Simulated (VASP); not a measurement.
# Co in VASP: a series of runs

Aim: see how the results for Co move with the level of theory and the settings. Levels: PBEsol, BLYP+D4, PBE. Tasks: single point, relaxation of cell and atoms.

All numbers are computed with VASP 6.6.1; they aren't measurements. Logs are shortened: lines on timing, memory, paths and dates and some standing lists are left out, and cuts for length are marked.

### Step 1. The cell of the first run

Symmetry: P6_3/mmc, No. 194, hexagonal system. Conventional cell: a = 2.440 Å, b = 2.440 Å, c = 3.938 Å, α = 90.00°, β = 90.00°, γ = 120.00°. Within 3.2 Å of Co (site symmetry -6m2) lie 12 Co at 2.42 to 2.44 Å.

### Step 2. Single point, PBEsol, collinear spin, ferromagnetic start

INCAR

```
SYSTEM = Co
ALGO = Normal
EDIFF = 1E-6
ENCUT = 520
GGA = PS
ISIF = 2
ISMEAR = -1
ISPIN = 2
LASPH = .True.
LCHARG = .True.
LELF = .True.
LMAXMIX = 4
LORBIT = 11
LREAL = .False.
LVHAR = .True.
LWAVE = .False.
MAGMOM = 2 2
NBANDS = 20
NELM = 150
PREC = Accurate
SIGMA = 0.05
```

KPOINTS

```
k-points
0
Gamma
  12 12 7
  0 0 0
```

POSCAR

```
Co
1.0
    2.4399354007      0.0000000000      0.0000000000
   -1.2199677004      2.1130460406      0.0000000000
    0.0000000000      0.0000000000      3.9383394945
Co
2
Direct
    0.3333333333      0.6666666667      0.7499960770
    0.6666666667      0.3333333333      0.2500039230
```

Potentials or basis: VASP PAW PBE potentials, release 64 (Co).

Started as:

```bash
> cat potpaw_PBE.64/Co/POTCAR > POTCAR
> mpirun -np 1 vasp_std > vasp.out
```

OUTCAR:

```text
SYSTEM = Co
   EDIFF = 1E-6
   ENCUT = 520
   GGA = PS
   ISIF = 2
   ISMEAR = -1
   ISPIN = 2
   LASPH = .True.
   LORBIT = 11
   LREAL = .False.
   NELM = 150
   PREC = Accurate

 ion  position               nearest neighbor table
   1  0.333  0.667  0.750-   2 2.42   2 2.42   2 2.42   2 2.42   2 2.42   2 2.42
   2  0.667  0.333  0.250-   1 2.42   1 2.42   1 2.42   1 2.42   1 2.42   1 2.42

  LATTYP: Found a hexagonal cell.
 ALAT       =     2.4399354007
 C/A-ratio  =     1.6141162972

  Lattice vectors:

 A1 = (   2.4399354007,   0.0000000000,   0.0000000000)
 A2 = (  -1.2199677004,   2.1130460406,   0.0000000000)
 A3 = (   0.0000000000,   0.0000000000,   3.9383394945)

Analysis of symmetry for initial positions (statically):
=====================================================================
 Subroutine PRICEL returns:
 Original cell was already a primitive cell.

 Routine SETGRP: Setting up the symmetry group for a
 hexagonal supercell.

 Subroutine GETGRP returns: Found 12 space group operations
 (whereof 12 operations were pure point group operations)
 out of a pool of 24 trial point group operations.

The static configuration has the point symmetry D_3d.

Analysis of symmetry for dynamics (positions and initial velocities):
=====================================================================
 Subroutine PRICEL returns:
 Original cell was already a primitive cell.

 Routine SETGRP: Setting up the symmetry group for a
 hexagonal supercell.

 Subroutine GETGRP returns: Found 12 space group operations
 (whereof 12 operations were pure point group operations)
 out of a pool of 24 trial point group operations.

The dynamic configuration has the point symmetry D_3d.

Analysis of structural, dynamic, and magnetic symmetry:
=====================================================================
 Subroutine PRICEL returns:
 Original cell was already a primitive cell.

 Routine SETGRP: Setting up the symmetry group for a
 hexagonal supercell.

 Subroutine GETGRP returns: Found 12 space group operations
 (whereof 12 operations were pure point group operations)
 out of a pool of 24 trial point group operations.

The overall configuration has the point symmetry D_3d.

 Subroutine INISYM returns: Found 12 space group operations
 (whereof 12 operations are pure point group operations),
 and found     1 'primitive' translations

----------------------------------------------------------------------------------------

                                     Primitive cell

  volume of cell :      20.3049

  direct lattice vectors                    reciprocal lattice vectors
     2.439935401  0.000000000  0.000000000     0.409846916  0.236625227  0.000000000
    -1.219967700  2.113046041  0.000000000     0.000000000  0.473250455  0.000000000
     0.000000000  0.000000000  3.938339495     0.000000000  0.000000000  0.253914118

  length of vectors
     2.439935401  2.439935401  3.938339495     0.473250455  0.473250455  0.253914118

  position of ions in fractional coordinates (direct lattice)
     0.333333333  0.666666667  0.749996077
     0.666666667  0.333333333  0.250003923

  ion indices of the primitive-cell ions
   primitive index   ion index
                 1           1
                 2           2

----------------------------------------------------------------------------------------

 KPOINTS: k-points

Automatic generation of k-mesh.
 Grid dimensions read from file:
 generate k-points for:   12   12    7

 Generating k-lattice:

  Cartesian coordinates                     Fractional coordinates (reciprocal lattice)
     0.034153910  0.019718769  0.000000000     0.083333333  0.000000000  0.000000000
     0.000000000  0.039437538  0.000000000     0.000000000  0.083333333  0.000000000
     0.000000000  0.000000000  0.036273445     0.000000000  0.000000000  0.142857143

  Length of vectors
     0.039437538  0.039437538  0.036273445

  Shift w.r.t. Gamma in fractional coordinates (k-lattice)
     0.000000000  0.000000000  0.000000000

 Subroutine IBZKPT returns following result:
 ===========================================

 Found    112 irreducible k-points:

 Following reciprocal coordinates:
            Coordinates               Weight
  0.000000  0.000000  0.000000      1.000000
  0.083333  0.000000  0.000000      6.000000
  0.166667  0.000000  0.000000      6.000000
  0.250000  0.000000  0.000000      6.000000
  0.333333  0.000000  0.000000      6.000000
  0.416667  0.000000  0.000000      6.000000
[... 16 lines left out ...]
  0.166667  0.000000  0.142857      6.000000
  0.000000  0.166667  0.142857      6.000000
 [... further k-points ...]
   k-points           NKPTS =    112   k-points in BZ     NKDIM =    112   number of bands    NBANDS=     20
   number of dos      NEDOS =    301   number of ions     NIONS =      2
   total plane-waves  NPLWV =   9720
   dimension x,y,z NGX =    18 NGY =   18 NGZ =   30
   dimension x,y,z NGXF=    36 NGYF=   36 NGZF=   60
   ions per type =               2
   NGX,Y,Z   is equivalent  to a cutoff of  12.26, 12.26, 12.66 a.u.
   NGXF,Y,Z  is equivalent  to a cutoff of  24.53, 24.53, 25.33 a.u.
 SYSTEM =  Co
   PREC   = accura    normal or accurate (medium, high low for compatibility)
   ISTART =      0    job   : 0-new  1-cont  2-samecut
   ICHARG =      2    charge: 1-file 2-atom 10-const
   ISPIN  =      2    spin polarized calculation?
   LNONCOLLINEAR =      F non collinear calculations
   LSORBIT =      F    spin-orbit coupling
   LASPH  =      T    aspherical Exc in radial PAW
   ENCUT  =  520.0 eV  38.22 Ry    6.18 a.u.   4.54  4.54  7.32*2*pi/ulx,y,z
   NELM   =    150;   NELMIN=  2; NELMDL= -5     # of ELM steps
   EDIFF  = 0.1E-05   stopping-criterion for ELM
   LREAL  =      F    real-space projection
   EDIFFG = 0.1E-04   stopping-criterion for IOM
   NSW    =      0    number of steps for IOM
   IBRION =     -1    ionic relax: 0-MD 1-quasi-New 2-CG
   NFREE  =      0    steps in history (QN), initial steepest desc. (CG)
   ISIF   =      2    stress and relaxation
   ISYM   =      2    0-nonsym 1-usesym 2-fastsym
   POTIM  = 0.5000    time-step for ionic-motion
   TEBEG  =    0.0;   TEEND  =   0.0 temperature during run
   PSTRESS=    0.0 pullay stress
   NELECT =      18.0000    total number of electrons
   NUPDOWN=      -1.0000    fix difference up-down
   EMIN   =  10.00;   EMAX   =-10.00  energy-range for DOS
   EFERMI =   0.00;   METHOD = LEGACY
   ISMEAR =    -1;   SIGMA  =   0.05  broadening in eV -4-tet -1-fermi 0-gaus
   EFERMI_NEDOS =   21; number of points for ismear=-14 and -15
   IALGO  =     38    algorithm
   IMIX   =      4    mixing-type and parameters
     AMIX     =   0.40;   BMIX     =  1.00
     AMIX_MAG =   1.60;   BMIX_MAG =  1.00
  volume/ion in A,a.u.               =      10.15        68.51
  Fermi-wavevector in a.u.,A,eV,Ry     =   1.572650  2.971878 33.650327  2.473229
  Thomas-Fermi vector in A             =   2.674053
   LORBIT       =     11    0 simple, 1 ext, 2 COOP (PROOUT), +10 PAW based schemes
   GGA     = PS    functional components
   LHFCALC =     F    Hartree Fock is set to
   AEXX    =    0.0000 exact exchange contribution
   IVDW    =     0    specifies the selected vdW correction
   LEPSILON=     F    determine dielectric tensor
   LRPA    =     F    only Hartree local field effects (RPA)
 spin polarized calculation
  energy-cutoff  :      520.00
  volume of cell :       20.30
 maximum number of plane-waves:       565
   NGX =  9   NGY =  9   NGZ = 15

 number of electron      17.9999978 magnetization       3.0562507

 Free energy of the ion-electron system (eV)
  ---------------------------------------------------
  ext. energy  EPLUGINS =         0.00000000
  ---------------------------------------------------
  free energy    TOTEN  =       -15.47156653 eV

  energy without entropy =      -15.45682044  energy(sigma->0) =      -15.46419349

 E-fermi :  11.0333     XC(G=0): -13.9767

 val. band max:       11.0182548954   @ k =   0.2500   0.0000   0.0000
 cond. band min:      11.0391696205   @ k =   0.1667   0.0833   0.1429
 fundamental gap:      0.0209147251
 Fermi energy:        11.0332953034

 spin component 1

 k-point     1 :       0.0000    0.0000    0.0000
  band No.  band energies     occupation
      1       1.6723      1.00000
      2       5.5810      1.00000
      3       8.3748      1.00000
      4       8.3906      1.00000
      5       8.3906      1.00000
      6       8.7450      1.00000
[... 12 lines left out ...]
     19      38.0148      0.00000
     20      38.0148      0.00000

 k-point     2 :       0.0833    0.0000    0.0000
  band No.  band energies     occupation
      1       1.9279      1.00000
      2       5.7375      1.00000
      3       8.1270      1.00000
      4       8.5163      1.00000
      5       8.5944      1.00000
      6       8.6928      1.00000
[... 498 lines left out ...]
 k-point    24 :       0.0000    0.1667    0.1429
  band No.  band energies     occupation
      1       2.8657      1.00000
      2       6.1286      1.00000
      3       7.8411      1.00000
      4       7.9171      1.00000
      5       8.4111      1.00000
      6       8.6783      1.00000
[... 12 lines left out ...]
     19      38.8106      0.00000
     20      39.6572      0.00000

 [... further k-points ...]

 spin component 2

 k-point     1 :       0.0000    0.0000    0.0000
  band No.  band energies     occupation
      1       1.7408      1.00000
      2       6.4961      1.00000
      3       9.9195      1.00000
      4       9.9241      1.00000
      5       9.9241      1.00000
      6      10.3312      1.00000
[... 12 lines left out ...]
     19      38.3594      0.00000
     20      38.3594      0.00000

 k-point     2 :       0.0833    0.0000    0.0000
  band No.  band energies     occupation
      1       1.9976      1.00000
      2       6.6709      1.00000
      3       9.6209      1.00000
      4      10.0607      1.00000
      5      10.1443      1.00000
      6      10.1592      1.00000
[... 498 lines left out ...]
 k-point    24 :       0.0000    0.1667    0.1429
  band No.  band energies     occupation
      1       2.9463      1.00000
      2       7.0308      1.00000
      3       8.9485      1.00000
      4       9.2662      1.00000
      5       9.9456      1.00000
      6      10.2534      1.00000
[... 12 lines left out ...]
     19      39.0285      0.00000
     20      39.9481      0.00000

 [... further k-points ...]
[... 5 lines left out ...]
  --------------------------------------------------------------------------------------
  -------------------------------------------------------------------------------------
  Total        0.5095078      0.5095078      0.4970396     -0.0000000      0.0000000      0.0000000
  in kB       40.2032332     40.2032332     39.2194171     -0.0000000      0.0000000      0.0000000
  external PRESSURE =      39.8752945 kB  Pullay stress =       0.0000000 kB

 VOLUME and BASIS-vectors are now :
 -----------------------------------------------------------------------------
  energy-cutoff  :      520.00
  volume of cell :       20.30
      direct lattice vectors                 reciprocal lattice vectors
     2.439935401  0.000000000  0.000000000     0.409846916  0.236625227  0.000000000
    -1.219967700  2.113046041  0.000000000     0.000000000  0.473250455  0.000000000
     0.000000000  0.000000000  3.938339495     0.000000000  0.000000000  0.253914118

 POSITION                                       TOTAL-FORCE (eV/Angst)
 -----------------------------------------------------------------------------------
     -0.00000      1.40870      2.95374        -0.000000      0.000000      0.000273
      1.21997      0.70435      0.98460         0.000000      0.000000     -0.000273
 -----------------------------------------------------------------------------------
    total drift:                                0.000000     -0.000000     -0.000000

  FREE ENERGIE OF THE ION-ELECTRON SYSTEM (eV)
  ---------------------------------------------------
  free  energy   TOTEN  =       -15.4715665296 eV

  energy  without entropy=      -15.4568204437  energy(sigma->0) =      -15.46419349

 total charge

# of ion       s       p       d       tot
------------------------------------------
    1        0.517   0.585   7.308   8.410
    2        0.517   0.585   7.308   8.410
--------------------------------------------------
tot          1.034   1.170  14.616  16.820

 magnetization (x)

# of ion       s       p       d       tot
------------------------------------------
    1       -0.016  -0.051   1.598   1.531
    2       -0.016  -0.051   1.598   1.531
--------------------------------------------------
tot         -0.031  -0.102   3.196   3.063
```

Wall time 2.1 min (1 thread of AMD EPYC 7R43 (Zen 3), shared host); peak memory 0.15 GiB.

Results:

```yaml
Free_energy: -15.4716 eV
Pressure: 4.0 GPa
Net_moment: 3.06 μB per cell
Site_moments: Co +1.53 μB
Valence_electrons_inside_the_program's_atomic_spheres: Co 8.41
```

Caveat: the PAW data sets were made with another functional, which shifts forces and pressure a little.

### Step 3. Relaxation of cell and atoms, PBEsol, collinear spin, ferromagnetic start

This run uses another cell than the first one, of 10.89 Å³/atom, 1.072 times its volume.

INCAR

```
SYSTEM = Co
ALGO     = Normal         ! electronic algorithm
EDIFF    = 1E-6           ! SCF threshold, eV
EDIFFG   = -0.02          ! ionic threshold
ENCUT    = 600            ! plane-wave cutoff, eV
GGA      = PS             ! functional
IBRION   = 2              ! ionic algorithm
ISIF     = 3              ! what is computed and relaxed
ISMEAR   = -1             ! smearing method
ISPIN    = 2              ! spin polarisation
LASPH    = .TRUE.         ! aspherical terms in the spheres
LCHARG   = .FALSE.        ! write CHGCAR
LMAXMIX  = 4              ! l up to which the mixer works
LORBIT   = 11             ! projections on sites
LREAL    = .FALSE.        ! projectors in reciprocal space
LWAVE    = .FALSE.        ! write WAVECAR
MAGMOM   = 2 2            ! initial moments
NELM     = 150            ! most SCF steps
NSW      = 80             ! ionic steps
PREC     = Accurate       ! precision mode
SIGMA    = 0.05           ! smearing width, eV
```

KPOINTS

```
k-points
0
G
  12 12 7
  0 0 0
```

POSCAR

```
Co
1.0
    2.4873648738      0.0000000000      0.0000000000
   -1.2436824369      2.1541211692      0.0000000000
    0.0000000000      0.0000000000      4.0632895034
Co
2
Direct
    0.3333333333      0.6666666667      0.7401390000
    0.6666666667      0.3333333333      0.2598610000
```

Potentials or basis: VASP PAW PBE potentials, release 64 (Co).

Started as:

```bash
> cat potpaw_PBE.64/Co/POTCAR > POTCAR
> mpirun -np 1 vasp_std > vasp.out
```

It took 12 min on 1 thread of AMD EPYC 7R43 (Zen 3), shared host; peak memory 0.16 GiB.

Results (log left out):

```yaml
Free_energy: -15.4761 eV
Relaxed_volume: 10.32 Å³/atom
Relaxed_cell: a = 2.454 Å, b = 2.454 Å, c = 3.958 Å, α = 90.00°, β = 90.00°, γ = 120.00°
Space_group_after_relaxing_to_0.05_Å: P6_3/mmc (No. 194)
Energy_gained_by_relaxing: 29.6 meV/atom
Ionic_steps: 8
Pressure_after_relaxing: 0.0 GPa
Largest_force_after_relaxing: 0.011 eV/Å
Net_moment: 3.10 μB per cell
Site_moments: Co +1.56 μB
Valence_electrons_inside_the_program's_atomic_spheres: Co 8.37
```

Forces on the atoms (eV/Å):
```
Co   0.000  0.000  0.011
Co   0.000  0.000 -0.011
```

Step by step:
```
step  energy change (eV)  largest force (eV/Å)  pressure (GPa)  volume (Å³)
   1              0.0000                0.4293          -10.11        21.77
   2             -0.0157                0.3992           12.83        19.68
   3             -0.0459                0.4536            1.40        20.57
   4             -0.0586                0.0914            0.80        20.57
   5             -0.0591                0.0003            0.82        20.57
   6             -0.0591                0.0075            0.81        20.57
   7             -0.0591                0.0138           -0.83        20.72
   8             -0.0593                0.0109            0.05        20.64
```

Final structure:
```
Co
1.0
     2.45374    0.00000    0.00000
    -1.22687    2.12501    0.00000
     0.00000    0.00000    3.95802
Co
2
Direct
  0.33333 0.66667 0.74983
  0.66667 0.33333 0.25017
```

Levels at points of the mesh, in eV from the Fermi level:
Spin up:
```csv
k point,band 7,band 8,band 9,band 10,band 11,band 12,band 13,band 14,band 15
"(0.00, 0.00, 0.00)",-2.28,-1.90,-1.90,-0.70,-0.70,-0.12,6.85,22.32,25.36
"(0.50, 0.00, 0.00)",-2.18,-0.57,-0.45,-0.40,1.45,3.57,10.08,10.78,13.21
```
Spin down:
| k point | band 4 | band 5 | band 6 | band 7 | band 8 | band 9 | band 10 | band 11 |
| --- | --- | --- | --- | --- | --- | --- | --- | --- |
| (0.00, 0.00, 0.00) | -1.06 | -1.06 | -0.67 | -0.67 | -0.23 | -0.23 | -0.10 | 1.09 |
| (0.50, 0.00, 0.00) | -1.95 | -1.24 | -1.12 | -0.67 | 1.23 | 1.38 | 1.41 | 2.69 |

Caveat: the PAW data sets were made with another functional, which shifts forces and pressure a little.

(Part 1 of 2 ends here.)
